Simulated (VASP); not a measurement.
Runs of VASP 6.6.1 on Si. The structure is that of space group Pm-3m (No. 221), or close to it. The cells are those of the table. 

```csv
task,spin,cell,k mesh,cutoff (eV),gap on the mesh (eV),pressure (GPa)
single point,off,"a = 2.395 Å, 1 atom",14 × 14 × 14,520,none,19.4
relaxation of cell and atoms,off,"relaxed from a = 2.531 Å, 1 atom",12 × 12 × 12,600,none,0.0
single point,"non-collinear, zero start, SOC","a = 2.500 Å, 1 atom",13 × 13 × 13,520,-,0.8
single point,off,"a = 2.564 Å, 1 atom",14 × 14 × 14,520,none,(a)
single point,off,"a = 2.500 Å, 1 atom",14 × 14 × 14,520,none,(c)
single point,off,"a = 2.596 Å, 1 atom",14 × 14 × 14,520,none,-9.4
single point,off,"a = 2.532 Å, 1 atom",14 × 14 × 14,520,none,-3.5
single point,off,"a = 2.500 Å, 1 atom",21 × 21 × 21,520,none,0.4
single point,off,"a = 2.500 Å, 1 atom",12 × 12 × 12,520,none,(b)
single point,off,"a = 2.466 Å, 1 atom",14 × 14 × 14,520,none,5.5
single point,off,"a = 2.431 Å, 1 atom",14 × 14 × 14,520,none,11.7
```

Alike in all rows: level LDA; potentials or basis VASP PAW LDA potentials, release 64 (Si); smearing fermi-dirac 0.1 eV.

Problem. Estimate the missing entries.

Solution. (a) -6.8; (b) 0.1; (c) 0.5.

A gap of «none» marks levels without a gap at the run's occupations.
